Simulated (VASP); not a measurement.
Wanted: the native input for a VASP 6.6.1 run.

```
Task                   : single point
Functional             : PBE
Potentials or basis    : VASP PAW PBE potentials, release 64 (Re_sv_GW)
Cutoff                 : 560 eV
k mesh                 : 16 × 16 × 16
Occupations            : fermi-dirac, width 0.1 eV
Spin                   : no spin polarisation
Dipole correction      : no
Further INCAR settings : ALGO = Normal; EDIFF = 1e-06; NBANDS = 22
```

The structure of Re lies in POSCAR:

```
Re
1.0
    0.0000000000      2.7485052874      2.7485052874
    2.7485052874      0.0000000000      2.7485052874
    2.7485052874      2.7485052874      0.0000000000
Re
2
Direct
    0.1250000000      0.1250000000      0.1250000000
    0.8750000000      0.8750000000      0.8750000000
```

This isn't the form of Re at room conditions, which is hcp.

These files were run (other wordings do the same):

INCAR

```
  ALGO = Normal
  EDIFF = 1E-6
  ENCUT = 560
  GGA = PE
  GGA_COMPAT = F
  ISIF = 2
  ISMEAR = -1
  LASPH = T
  LCHARG = T
  LELF = T
  LREAL = F
  LVHAR = T
  LWAVE = F
  NBANDS = 22
  NELM = 120
  PREC = Accurate
  SIGMA = 0.1
```

KPOINTS

```
k-points
0
Gamma
  16 16 16
```

Potentials or basis: VASP PAW PBE potentials, release 64 (Re_sv_GW).

Run with:

```console
$ cat potpaw_PBE.64/Re_sv_GW/POTCAR > POTCAR
$ mpirun -np 1 vasp_std > vasp.out
```

Results of the run:

The pressure is 16.7 GPa and the band gap on the k mesh is zero (bands 15 and 16 overlap by 1.57 eV).

Caveat: the cell stands under pressure; spin-orbit coupling is left out, which moves the levels of the heavy elements.

It took 72 s on 1 thread of AMD EPYC 9R45 96-Core Processor (Zen 5), with other jobs on the host, peak memory 0.24 GiB.
